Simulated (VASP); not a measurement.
W12S, 13 atoms in the cell. The cell holds a slab with vacuum, 13 atoms: a = 5.709 Å, b = 5.709 Å, c = 19.445 Å, α = 90.00°, β = 90.00°, γ = 90.00°. 

| Property | Result |
| --- | --- |
| Program | VASP 6.6.1 |
| Task | single point |
| Functional | PBE |
| Potentials or basis | VASP PAW PBE potentials, release 64 (W_sv, S) |
| Cutoff | 520 eV |
| k mesh | 5 × 5 × 1 |
| Occupations | gaussian, width 0.1 eV |
| Spin | no spin polarisation |
| Dipole correction | yes |
| Further INCAR settings | ALGO = Normal; EDIFF = 1e-07; NBANDS = 99 |

Potentials or basis: VASP PAW PBE potentials, release 64 (W_sv, S).

The run is started by

```bash
$ cat potpaw_PBE.64/W_sv/POTCAR potpaw_PBE.64/S/POTCAR > POTCAR
$ mpirun -np 1 vasp_std > vasp.out
```

Hardware: 1 thread of Intel(R) Xeon(R) Platinum 8488C (Sapphire Rapids) (shared host).

Task: Estimate the wall time of this run.

Result: It took 31 min on 1 thread of Intel(R) Xeon(R) Platinum 8488C (Sapphire Rapids) (shared host), peak memory 0.78 GiB. Counts: scf iterations 32, k points 9.
